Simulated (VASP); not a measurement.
# GaSb (I-4m2) in VASP: further runs

Runs on GaSb. Level: PBE. Tasks: single point.

All numbers are computed with VASP 6.6.1; they aren't measurements. Logs are shortened: lines on timing, memory, paths and dates and some standing lists are left out, and cuts for length are marked.

## (1) The cell of the first run

It takes space group I-4m2 (No. 119, tetragonal). The conventional cell has a = 5.716 Å, b = 5.716 Å, c = 3.004 Å, α = 90.00°, β = 90.00°, γ = 90.00°. Within 3.9 Å of Ga (site symmetry -4m2) lie 8 Sb at 2.95 to 3.64 Å and 2 Ga at 3.00 Å. Within 3.9 Å of Sb (site symmetry -4m2) lie 8 Ga at 2.95 to 3.64 Å and 2 Sb at 3.00 Å.

## (2) Single point, PBE

INCAR reads:

```
PREC = Accurate
ENCUT = 520
EDIFF = 1E-6
ISMEAR = 0
SIGMA = 0.15
LREAL = False
LASPH = True
NELM = 100
ALGO = Fast
ISIF = 2
LWAVE = False
LCHARG = False
GGA = PE
NBANDS = 16
```

KPOINTS reads:

```
regular mesh
0
Gamma
  16 16 16
```

POSCAR reads:

```
GaSb
1.0
   -2.8579500000      2.8579500000      1.5020500000
    2.8579500000     -2.8579500000      1.5020500000
    2.8579500000      2.8579500000     -1.5020500000
Ga Sb
1 1
Direct
    0.2500000000      0.7500000000      0.5000000000
    0.0000000000      0.0000000000      0.0000000000
```

Potentials or basis: VASP PAW PBE potentials, release 64 (Ga_d, Sb).

On the command line:

```sh
cat potpaw_PBE.64/Ga_d/POTCAR potpaw_PBE.64/Sb/POTCAR > POTCAR
mpirun -np 1 vasp_std > vasp.out
```

OUTCAR:

```text
PREC = Accurate
   ENCUT = 520
   EDIFF = 1E-6
   ISMEAR = 0
   LREAL = False
   LASPH = True
   NELM = 100
   ISIF = 2
   GGA = PE

 ion  position               nearest neighbor table
   1  0.250  0.750  0.500-   2 2.95   2 2.95   2 2.95   2 2.95
   2  0.000  0.000  0.000-   1 2.95   1 2.95   1 2.95   1 2.95

  LATTYP: Found a body centered tetragonal cell.
 ALAT       =     5.7159000000
 C/A-ratio  =     0.5255690267

  Lattice vectors:

 A1 = (  -2.8579500000,   2.8579500000,   1.5020500000)
 A2 = (   2.8579500000,  -2.8579500000,   1.5020500000)
 A3 = (   2.8579500000,   2.8579500000,  -1.5020500000)

Analysis of symmetry for initial positions (statically):
=====================================================================
 Subroutine PRICEL returns:
 Original cell was already a primitive cell.

 Routine SETGRP: Setting up the symmetry group for a
 body centered tetragonal supercell.

 Subroutine GETGRP returns: Found  8 space group operations
 (whereof  8 operations were pure point group operations)
 out of a pool of 16 trial point group operations.

The static configuration has the point symmetry D_2d.

Analysis of symmetry for dynamics (positions and initial velocities):
=====================================================================
 Subroutine PRICEL returns:
 Original cell was already a primitive cell.

 Routine SETGRP: Setting up the symmetry group for a
 body centered tetragonal supercell.

 Subroutine GETGRP returns: Found  8 space group operations
 (whereof  8 operations were pure point group operations)
 out of a pool of 16 trial point group operations.

The dynamic configuration has the point symmetry D_2d.

 Subroutine INISYM returns: Found  8 space group operations
 (whereof  8 operations are pure point group operations),
 and found     1 'primitive' translations

----------------------------------------------------------------------------------------

                                     Primitive cell

  volume of cell :      49.0742

  direct lattice vectors                    reciprocal lattice vectors
    -2.857950000  2.857950000  1.502050000     0.000000000  0.174950576  0.332878400
     2.857950000 -2.857950000  1.502050000     0.174950576  0.000000000  0.332878400
     2.857950000  2.857950000 -1.502050000     0.174950576  0.174950576  0.000000000

  length of vectors
     4.311833787  4.311833787  4.311833787     0.376052833  0.376052833  0.247417478

  position of ions in fractional coordinates (direct lattice)
     0.250000000  0.750000000  0.500000000
     0.000000000  0.000000000  0.000000000

  ion indices of the primitive-cell ions
   primitive index   ion index
                 1           1
                 2           2

----------------------------------------------------------------------------------------

 KPOINTS: regular mesh

Automatic generation of k-mesh.
 Grid dimensions read from file:
 generate k-points for:   16   16   16

 Generating k-lattice:

  Cartesian coordinates                     Fractional coordinates (reciprocal lattice)
     0.000000000  0.010934411  0.020804900     0.062500000  0.000000000  0.000000000
     0.010934411  0.000000000  0.020804900     0.000000000  0.062500000  0.000000000
     0.010934411  0.010934411  0.000000000     0.000000000  0.000000000  0.062500000

  Length of vectors
     0.023503302  0.023503302  0.015463592

  Shift w.r.t. Gamma in fractional coordinates (k-lattice)
     0.000000000  0.000000000  0.000000000

 Subroutine IBZKPT returns following result:
 ===========================================

 Found    349 irreducible k-points:

 Following reciprocal coordinates:
            Coordinates               Weight
  0.000000  0.000000  0.000000      1.000000
  0.062500  0.000000  0.000000      8.000000
  0.125000  0.000000  0.000000      8.000000
  0.187500  0.000000  0.000000      8.000000
  0.250000  0.000000  0.000000      8.000000
  0.312500  0.000000  0.000000      8.000000
[... 16 lines left out ...]
 -0.125000  0.062500  0.000000     16.000000
 -0.062500  0.062500  0.000000      4.000000
 [... further k-points ...]
   k-points           NKPTS =    349   k-points in BZ     NKDIM =    349   number of bands    NBANDS=     16
   number of dos      NEDOS =    301   number of ions     NIONS =      2
   total plane-waves  NPLWV =  32768
   dimension x,y,z NGX =    32 NGY =   32 NGZ =   32
   dimension x,y,z NGXF=    64 NGYF=   64 NGZF=   64
   ions per type =               1   1
   NGX,Y,Z   is equivalent  to a cutoff of  12.34, 12.34, 12.34 a.u.
   NGXF,Y,Z  is equivalent  to a cutoff of  24.68, 24.68, 24.68 a.u.
 SYSTEM =  unknown system
   PREC   = accura    normal or accurate (medium, high low for compatibility)
   ISTART =      0    job   : 0-new  1-cont  2-samecut
   ICHARG =      2    charge: 1-file 2-atom 10-const
   ISPIN  =      1    spin polarized calculation?
   LNONCOLLINEAR =      F non collinear calculations
   LSORBIT =      F    spin-orbit coupling
   LASPH  =      T    aspherical Exc in radial PAW
   ENCUT  =  520.0 eV  38.22 Ry    6.18 a.u.   8.02  8.02  8.02*2*pi/ulx,y,z
   NELM   =    100;   NELMIN=  2; NELMDL= -5     # of ELM steps
   EDIFF  = 0.1E-05   stopping-criterion for ELM
   LREAL  =      F    real-space projection
   EDIFFG = 0.1E-04   stopping-criterion for IOM
   NSW    =      0    number of steps for IOM
   IBRION =     -1    ionic relax: 0-MD 1-quasi-New 2-CG
   NFREE  =      0    steps in history (QN), initial steepest desc. (CG)
   ISIF   =      2    stress and relaxation
   ISYM   =      2    0-nonsym 1-usesym 2-fastsym
   POTIM  = 0.5000    time-step for ionic-motion
   TEBEG  =    0.0;   TEEND  =   0.0 temperature during run
   PSTRESS=    0.0 pullay stress
   NELECT =      18.0000    total number of electrons
   NUPDOWN=      -1.0000    fix difference up-down
   EMIN   =  10.00;   EMAX   =-10.00  energy-range for DOS
   EFERMI =   0.00;   METHOD = LEGACY
   ISMEAR =     0;   SIGMA  =   0.15  broadening in eV -4-tet -1-fermi 0-gaus
   EFERMI_NEDOS =   21; number of points for ismear=-14 and -15
   IALGO  =     68    algorithm
   IMIX   =      4    mixing-type and parameters
     AMIX     =   0.40;   BMIX     =  1.00
     AMIX_MAG =   1.60;   BMIX_MAG =  1.00
  volume/ion in A,a.u.               =      24.54       165.58
  Fermi-wavevector in a.u.,A,eV,Ry     =   1.171875  2.214522 18.684744  1.373290
  Thomas-Fermi vector in A             =   2.308312
   LORBIT       =      0    0 simple, 1 ext, 2 COOP (PROOUT), +10 PAW based schemes
   GGA     = PE    functional components
   LHFCALC =     F    Hartree Fock is set to
   AEXX    =    0.0000 exact exchange contribution
   IVDW    =     0    specifies the selected vdW correction
   LEPSILON=     F    determine dielectric tensor
   LRPA    =     F    only Hartree local field effects (RPA)
 non-spin polarized calculation
 RMM-DIIS sequential band-by-band and
 Gauss-broadening in eV      SIGMA  =   0.15
  energy-cutoff  :      520.00
  volume of cell :       49.07
 maximum number of plane-waves:      1346
   NGX = 17   NGY = 17   NGZ = 17

 number of electron      18.0000008 magnetization

 Free energy of the ion-electron system (eV)
  ---------------------------------------------------
  ext. energy  EPLUGINS =         0.00000000
  ---------------------------------------------------
  free energy    TOTEN  =        -6.95659976 eV

  energy without entropy =       -6.94708096  energy(sigma->0) =       -6.95184036

 E-fermi :   6.3671     XC(G=0): -10.1581

 val. band max:        6.3657744424   @ k =  -0.2500  -0.3125   0.0625
 cond. band min:       6.3720041052   @ k =   0.3125   0.1250   0.0000
 fundamental gap:      0.0062296628
 Fermi energy:         6.3671077334

 k-point     1 :       0.0000    0.0000    0.0000
  band No.  band energies     occupation
      1      -8.5745      2.00000
      2      -8.4575      2.00000
      3      -8.4521      2.00000
      4      -8.4073      2.00000
      5      -8.4073      2.00000
      6      -5.5244      2.00000
[... 8 lines left out ...]
     15      16.2463      0.00000
     16      16.5004      0.00000

 k-point     2 :       0.0625    0.0000    0.0000
  band No.  band energies     occupation
      1      -8.5668      2.00000
      2      -8.4576      2.00000
      3      -8.4513      2.00000
      4      -8.4106      2.00000
      5      -8.4106      2.00000
      6      -5.4434      2.00000
[... 8 lines left out ...]
     15      16.1546      0.00000
     16      16.9091      0.00000

 k-point     3 :       0.1250    0.0000    0.0000
  band No.  band energies     occupation
      1      -8.5448      2.00000
      2      -8.4579      2.00000
      3      -8.4488      2.00000
      4      -8.4201      2.00000
      5      -8.4200      2.00000
      6      -5.2007      2.00000
[... 8 lines left out ...]
     15      15.8534      0.00000
     16      16.0925      0.00000

 k-point     4 :       0.1875    0.0000    0.0000
  band No.  band energies     occupation
      1      -8.5120      2.00000
      2      -8.4585      2.00000
      3      -8.4457      2.00000
      4      -8.4342      2.00000
      5      -8.4334      2.00000
      6      -4.7975      2.00000
[... 8 lines left out ...]
     15      14.9329      0.00000
     16      15.3175      0.00000
[... 324 lines left out ...]
 k-point    22 :      -0.1875    0.0625    0.0000
  band No.  band energies     occupation
      1      -8.5441      2.00000
      2      -8.4597      2.00000
      3      -8.4478      2.00000
      4      -8.4202      2.00000
      5      -8.4196      2.00000
      6      -5.1116      2.00000
[... 8 lines left out ...]
     15      15.9666      0.00000
     16      16.3181      0.00000

 k-point    23 :      -0.1250    0.0625    0.0000
  band No.  band energies     occupation
      1      -8.5663      2.00000
      2      -8.4588      2.00000
      3      -8.4505      2.00000
      4      -8.4107      2.00000
      5      -8.4103      2.00000
      6      -5.3837      2.00000
[... 8 lines left out ...]
     15      16.4597      0.00000
     16      17.0598      0.00000

 k-point    24 :      -0.0625    0.0625    0.0000
  band No.  band energies     occupation
      1      -8.5742      2.00000
      2      -8.4581      2.00000
      3      -8.4518      2.00000
      4      -8.4073      2.00000
      5      -8.4071      2.00000
      6      -5.4945      2.00000
[... 8 lines left out ...]
     15      16.4147      0.00000
     16      16.5753      0.00000

 [... further k-points ...]

------------------------ aborting loop because EDIFF is reached ----------------------------------------

  FORCE on cell =-STRESS in cart. coord.  units (eV):
  Direction    XX          YY          ZZ          XY          YZ          ZX
  --------------------------------------------------------------------------------------
  -------------------------------------------------------------------------------------
  Total       -0.6437099     -0.6437099      0.7964709      0.0000000     -0.0000000      0.0000000
  in kB      -21.0158584    -21.0158584     26.0032043      0.0000000     -0.0000000      0.0000000
  external PRESSURE =      -5.3428375 kB  Pullay stress =       0.0000000 kB

 VOLUME and BASIS-vectors are now :
 -----------------------------------------------------------------------------
  energy-cutoff  :      520.00
  volume of cell :       49.07
      direct lattice vectors                 reciprocal lattice vectors
    -2.857950000  2.857950000  1.502050000     0.000000000  0.174950576  0.332878400
     2.857950000 -2.857950000  1.502050000     0.174950576  0.000000000  0.332878400
     2.857950000  2.857950000 -1.502050000     0.174950576  0.174950576  0.000000000

 POSITION                                       TOTAL-FORCE (eV/Angst)
 -----------------------------------------------------------------------------------
      2.85795      0.00000      0.75103         0.000000     -0.000000     -0.000000
      0.00000      0.00000      0.00000        -0.000000      0.000000      0.000000
 -----------------------------------------------------------------------------------
    total drift:                                0.000000     -0.000000      0.000000

  FREE ENERGIE OF THE ION-ELECTRON SYSTEM (eV)
  ---------------------------------------------------
  free  energy   TOTEN  =        -6.9565997564 eV

  energy  without entropy=       -6.9470809604  energy(sigma->0) =       -6.95184036
```

Run time: 3.8 min. Hardware: 1 thread of Oxide Virtual Turin-like, shared host; peak memory 0.37 GiB.

Results:

* Free energy: -6.9566 eV
* Pressure: -0.5 GPa
* Band gap on the k mesh: zero (bands 9 and 10 overlap by 4.15 eV)

Levels at points of the mesh, in eV from the Fermi level:
```
           k point  band 7  band 8  band 9  band 10  band 11  band 12
(0.00, 0.00, 0.00)   -3.88   -2.18   -2.18     3.14     6.31     6.34
(0.50, 0.00, 0.00)   -5.32   -2.59   -1.25    -1.03     2.57     3.06
(0.50, 0.50, 0.00)   -8.00   -0.49    1.28     1.48     1.65     5.82
(0.50, 0.50, 0.50)   -6.21   -4.93   -4.93     5.06     6.62     9.09
```

Caveat: spin-orbit coupling is left out, which moves the levels of the heavy elements.

## (3) Single point, PBE

This run uses another cell than the first one, of 24.62 Å³/atom.

INCAR reads:

```
SYSTEM = GaSb
ALGO = Fast
EDIFF = 1E-7
ENCUT = 520
GGA = PE
ISIF = 2
ISMEAR = 0
LASPH = .True.
LCHARG = .False.
LREAL = .False.
LWAVE = .False.
NBANDS = 16
NELM = 80
PREC = Accurate
SIGMA = 0.15
```

KPOINTS reads:

```
k-points
0
Gamma
  16 16 16
  0 0 0
```

POSCAR reads:

```
GaSb
1.0
   -2.6366500000      2.6366500000      1.7708000000
    2.6366500000     -2.6366500000      1.7708000000
    2.6366500000      2.6366500000     -1.7708000000
Ga Sb
1 1
Direct
    0.2500000000      0.7500000000      0.5000000000
    0.0000000000      0.0000000000      0.0000000000
```

Potentials or basis: VASP PAW PBE potentials, release 64 (Ga_d, Sb).

On the command line:

```sh
cat potpaw_PBE.64/Ga_d/POTCAR potpaw_PBE.64/Sb/POTCAR > POTCAR
mpirun -np 1 vasp_std > vasp.out
```

It took 3.5 min on 1 thread of Oxide Virtual Turin-like, shared host; peak memory 0.37 GiB.

It converged, with:

```
Free energy            : -6.8967 eV
Pressure               : 1.0 GPa
Band gap on the k mesh : zero (bands 9 and 10 overlap by 4.73 eV)
```

Stress tensor (GPa, compression positive):
```
 2.40  0.00  0.00
 0.00  2.40  0.00
 0.00  0.00 -1.95
```

Levels at points of the mesh, in eV from the Fermi level:
```tsv
k point	band 7	band 8	band 9	band 10	band 11	band 12
(0.00, 0.00, 0.00)	-1.68	-1.30	-1.30	3.16	4.07	5.55
(0.50, 0.00, 0.00)	-5.95	-2.01	-1.95	-0.83	2.37	3.67
(0.50, 0.50, 0.00)	-7.84	0.40	1.21	3.18	3.29	3.95
(0.50, 0.50, 0.50)	-5.46	-4.72	-4.72	1.26	2.68	10.71
```

Caveat: spin-orbit coupling is left out, which moves the levels of the heavy elements.

## (4) Single point, PBE

This run uses another cell than the first one, of 24.92 Å³/atom.

INCAR reads:

```
SYSTEM = GaSb
ALGO = Fast
EDIFF = 1E-6
ENCUT = 520
GGA = PE
ISIF = 2
ISMEAR = 0
LASPH = .TRUE.
LCHARG = .TRUE.
LELF = .TRUE.
LREAL = .FALSE.
LVHAR = .TRUE.
LWAVE = .FALSE.
NBANDS = 16
NELM = 60
PREC = Accurate
SIGMA = 0.15
```

KPOINTS reads:

```
k-points
0
G
  16 16 16
  0 0 0
```

POSCAR reads:

```
GaSb
1.0
   -2.7012000000      2.7012000000      1.7075500000
    2.7012000000     -2.7012000000      1.7075500000
    2.7012000000      2.7012000000     -1.7075500000
Ga Sb
1 1
Direct
    0.2500000000      0.7500000000      0.5000000000
    0.0000000000      0.0000000000      0.0000000000
```

On the command line:

```sh
cat potpaw_PBE.64/Ga_d/POTCAR potpaw_PBE.64/Sb/POTCAR > POTCAR
mpirun -np 1 vasp_std > vasp.out
```

Run time: 2.6 min. Hardware: 1 thread of Oxide Virtual Turin-like, shared host; peak memory 0.38 GiB.

The run converged. Its results:

| Quantity | Value |
| --- | --- |
| Free energy | -6.9476 eV |
| Pressure | -0.6 GPa |
| Band gap on the k mesh | zero (bands 9 and 10 overlap by 4.77 eV) |

Stress tensor (GPa, compression positive):
```
 0.55  0.00  0.00
 0.00  0.55  0.00
 0.00  0.00 -2.98
```

Levels at points of the mesh, in eV from the Fermi level:
```tsv
k point	band 5	band 6	band 7	band 8	band 9	band 10	band 11	band 12	band 13	band 14
(0.00, 0.00, 0.00)	-14.88	-11.73	-2.27	-1.49	-1.49	3.68	3.81	6.13	7.01	7.01
(0.50, 0.00, 0.00)	-14.86	-8.72	-5.74	-2.22	-1.77	-0.96	2.37	3.40	5.25	8.50
(0.50, 0.50, 0.00)	-14.87	-10.13	-7.81	0.29	1.60	2.71	2.89	3.83	5.38	7.13
(0.50, 0.50, 0.50)	-14.85	-8.88	-5.60	-4.72	-4.72	1.98	3.45	10.53	10.53	11.87
```

Caveat: spin-orbit coupling is left out, which moves the levels of the heavy elements.

## (5) The runs side by side

```csv
cell,further INCAR settings,gap on the mesh (eV),pressure (GPa)
"a = 4.312 Å, angles 97.0, 97.0, 139.2°, 2 atoms",ALGO = Fast; EDIFF = 1e-06; NBANDS = 16,none,-0.5
"a = 4.128 Å, angles 100.6, 100.6, 129.2°, 2 atoms",ALGO = Fast; EDIFF = 1e-07; NBANDS = 16,none,1.0
"a = 4.184 Å, angles 99.6, 99.6, 131.8°, 2 atoms",ALGO = Fast; EDIFF = 1e-06; NBANDS = 16,none,-0.6
```

Alike in all rows: task single point; level PBE; potentials or basis VASP PAW PBE potentials, release 64 (Ga_d, Sb); no spin polarisation; k mesh 16 × 16 × 16; cutoff (eV) 520; smearing gaussian 0.15 eV.

Caveats: spin-orbit coupling is left out, which moves the levels of the heavy elements.

Absolute energies hang on the potentials; compare differences alone.
